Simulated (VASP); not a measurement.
Wanted: the native input for a VASP 6.6.1 run.

```
Task                   : single point
Functional             : r2SCAN
Potentials or basis    : VASP PAW PBE potentials, release 64 (Be)
Cutoff                 : 520 eV
k mesh                 : 12 × 12 × 13
Occupations            : fermi-dirac, width 0.05 eV
Spin                   : no spin polarisation
Dipole correction      : no
Further INCAR settings : ALGO = Normal; EDIFF = 1e-06; NBANDS = 7
```

Crystal: Be.

```
CELL_PARAMETERS angstrom
2.23274 0.00000 0.00000
0.00000 2.23274 0.00000
0.00000 0.00000 2.06565
ATOMIC_POSITIONS crystal
Be 0.50000 0.50000 0.00000
```

One way to write it, as run:

POSCAR

```
Be
1.0
    2.2327400000      0.0000000000      0.0000000000
    0.0000000000      2.2327400000      0.0000000000
    0.0000000000      0.0000000000      2.0656500000
Be
1
Direct
    0.5000000000      0.5000000000      0.0000000000
```

INCAR.step1

```
  PREC = Accurate
  ENCUT = 520
  ISMEAR = -1
  SIGMA = 0.05
  LREAL = F
  LASPH = T
  NELM = 60
  NBANDS = 7
  GGA = PE
  ALGO = Normal
  EDIFF = 1E-4
  LWAVE = T
  LCHARG = F
```

INCAR.step2

```
  PREC = Accurate
  ENCUT = 520
  EDIFF = 1E-6
  ISMEAR = -1
  SIGMA = 0.05
  LREAL = F
  LASPH = T
  NELM = 60
  ALGO = Normal
  ISIF = 2
  LWAVE = F
  LCHARG = T
  METAGGA = R2SCAN
  LMIXTAU = T
  LELF = T
  LVHAR = T
  NBANDS = 7
  ISTART = 1
```

KPOINTS

```
Automatic mesh
0
Gamma
  12 12 13
```

Potentials or basis: VASP PAW PBE potentials, release 64 (Be).

Command:

```bash
$ cat potpaw_PBE.64/Be/POTCAR > POTCAR
$ cp INCAR.step1 INCAR
$ mpirun -np 1 vasp_std > vasp.out
$ cp INCAR.step2 INCAR
$ mpirun -np 1 vasp_std > vasp.out
```

It gave:

The pressure is 0.0 GPa and the band gap on the k mesh is zero (band 1 reaches 9.89 eV, above the bottom of band 2 at 2.36 eV).

Caveat: the PAW data sets were made with another functional, which shifts forces and pressure a little.

Wall time 53 s on 1 thread of Intel Xeon 8259CL, with other jobs on the host, peak memory 0.12 GiB.
